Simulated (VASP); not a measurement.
Crystal: La6N.

```
CELL_PARAMETERS angstrom
3.65000 0.00000 0.00000
-1.82500 3.16099 0.00000
0.00000 0.00000 16.20000
ATOMIC_POSITIONS crystal
La 0.33333 0.66667 0.41670
La 0.66667 0.33333 0.58330
La 0.33333 0.66667 0.08330
La 0.66667 0.33333 0.91670
La 0.00000 0.00000 0.75000
La 0.00000 0.00000 0.25000
N 0.00000 0.00000 0.00000
```

| Property | Result |
| --- | --- |
| Program | VASP 6.6.1 |
| Task | relaxation of cell and atoms |
| Functional | PBE |
| Potentials or basis | VASP PAW PBE potentials, release 64 (La, N) |
| Cutoff | 600 eV |
| k mesh | 5 × 5 × 1 |
| Occupations | gaussian, width 0.2 eV |
| Spin | no spin polarisation |

At the start: pressure 7.2 GPa; volume 26.70 Å³/atom.

Q: How do energy, volume and symmetry change on relaxing?

A: Over 12 steps the energy falls by 153.8 meV/atom and the volume is 32.55 Å³/atom (+21.9 %); space group P-3m1 (No. 164, to 0.1 Å) before and after.

The path:
| step | energy change (eV) | largest force (eV/Å) | pressure (GPa) | volume (Å³) |
| --- | --- | --- | --- | --- |
| 1 | 0.0000 | 0.3458 | 7.18 | 186.91 |
| 2 | -0.7426 | 1.0237 | -0.40 | 221.07 |
| 3 | -0.7427 | 1.0126 | -0.33 | 220.61 |
| 4 | -0.8872 | 0.7628 | -0.23 | 222.42 |
| 5 | -1.0370 | 0.2641 | 0.12 | 225.88 |
| 6 | -1.0416 | 0.2383 | 0.22 | 226.55 |
| 7 | -1.0556 | 0.1874 | -0.10 | 229.07 |
| 8 | -1.0578 | 0.1629 | -0.25 | 230.37 |
| 9 | -1.0652 | 0.1379 | 0.03 | 228.62 |
| 10 | -1.0675 | 0.1937 | 0.27 | 227.24 |
| 11 | -1.0722 | 0.1247 | 0.17 | 227.44 |
| 12 | -1.0768 | 0.0797 | -0.02 | 227.83 |

Final structure:
```yaml
crystal:
  lattice:
    - [3.75442, 0.00000, 0.00000]
    - [-1.87721, 3.25142, 0.00000]
    - [0.00000, 0.00000, 18.66367]
  atoms:
    - { symbol: La, position: [0.33333, 0.66667, 0.41592] }
    - { symbol: La, position: [0.66667, 0.33333, 0.58408] }
    - { symbol: La, position: [0.33333, 0.66667, 0.07461] }
    - { symbol: La, position: [0.66667, 0.33333, 0.92539] }
    - { symbol: La, position: [0.00000, 0.00000, 0.73889] }
    - { symbol: La, position: [0.00000, 0.00000, 0.26111] }
    - { symbol: N, position: [0.00000, 0.00000, 0.00000] }
```

Caveat: the k points lie up to 0.39 Å⁻¹ apart in the final cell, too coarse for converged energies and pressures of a metal; the volume moved by over 15 % at a fixed basis, so the end points are rough; the relaxation stopped at a loose force limit of 0.08 eV/Å, so its end isn't a converged minimum.
